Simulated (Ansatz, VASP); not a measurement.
## Pd: VASP beside Ansatz

The input INCAR:

```
SYSTEM = Pd
  ALGO = Normal
  EDIFF = 1E-7
  ENCUT = 520
  GGA = RE
  ISIF = 2
  ISMEAR = -1
  ISPIN = 2
  LASPH = .TRUE.
  LCHARG = .TRUE.
  LELF = .TRUE.
  LMAXMIX = 4
  LORBIT = 11
  LREAL = .FALSE.
  LVHAR = .TRUE.
  LWAVE = .FALSE.
  MAGMOM = -0.45 -0.45
  NBANDS = 21
  NELM = 150
  PREC = Accurate
  SIGMA = 0.05
```

File KPOINTS:

```
k-points
0
G
  11 11 11
  0 0 0
```

The input POSCAR:

```
Pd
1.0
    0.0000000000      2.8543058535      2.8543058535
    2.8543058535      0.0000000000      2.8543058535
    2.8543058535      2.8543058535      0.0000000000
Pd
2
Direct
    0.1250000000      0.1250000000      0.1250000000
    0.8750000000      0.8750000000      0.8750000000
```

Input for Ansatz:

```yaml
crystal:
  lattice:
    - [0.0, 2.8543058535, 2.8543058535]
    - [2.8543058535, 0.0, 2.8543058535]
    - [2.8543058535, 2.8543058535, 0.0]
  atoms:
    - { symbol: Pd, position: [0.125, 0.125, 0.125], spin: -0.45 }
    - { symbol: Pd, position: [0.875, 0.875, 0.875], spin: -0.45 }
hamiltonian:
  xc: revpbe
  pseudopotentials:
    kind: paw
    azcp:
      Pd: "pseudopotentials/Pd.paw.azcp"
basis:
  ecutwfc: 420
  fft_grid_basis: typed
kpoints:
  mp_grid: { grid: [11, 11, 11], shift: [0, 0, 0] }
magnetization:
  spin_polarized: true
scf:
  occupations: { method: fermi_dirac, width: 0.05 }
  lower_state_search: "off"
output:
  stress: true
  write_density: true
  write_potential: true
  elf: true
  volumetric_format: npy
```

Alike in both runs: task single point; functional revPBE; k mesh 11 × 11 × 11; occupations fermi-dirac, width 0.05 eV; collinear spin.

```csv
,VASP,Ansatz
version,VASP 6.6.1,Ansatz 0.2.0
potentials or method,"VASP PAW PBE potentials, release 64 (Pd), cutoff 520 eV","plane waves (420 eV) with PAW, scalar-relativistic"
valence electrons in the cell,20,36
```

|  | VASP | Ansatz | Ansatz less VASP |
| --- | --- | --- | --- |
| pressure (GPa) | 5.8 | 6.2 | +0.41 |
| net moment per atom (μB) | 0.48 | 0.48 | 0.000 |
| size of the moment on the site where the two differ most (μB) | 0.47 | 0.47 | -0.004 |

VASP's potentials were made for PBE, not for revPBE. Site moments also hang on the region over which each program counts them. VASP's potentials hold 20 valence electrons a cell and Ansatz's 36, so a difference there can come from the potentials and not from the codes.
